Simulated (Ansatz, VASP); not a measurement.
## AlAs: VASP beside Ansatz

```
Al As
1.0
     0.00000    2.83040    2.83040
     2.83040    0.00000    2.83040
     2.83040    2.83040    0.00000
Al As
1 1
Direct
  0.00000 0.00000 0.00000
  0.75000 0.75000 0.75000
```

Alike in both runs: task single point; functional PBEsol; k mesh 10 × 10 × 10; occupations fermi-dirac, width 0.05 eV; no spin polarisation.

```csv
,VASP,Ansatz
version,VASP 6.6.1,Ansatz 0.2.0
potentials or method,"VASP PAW PBE potentials, release 64 (Al, As), cutoff 500 eV","all-electron LAPW, scalar-relativistic"
```

VASP gave:

- pressure (GPa): 0.8

Question: What did Ansatz give for the same quantities?

Answer: Pressure (GPa): 0.5.

VASP's potentials were made for PBE, not for PBEsol. Ansatz ran all-electron here, and VASP with PAW potentials.
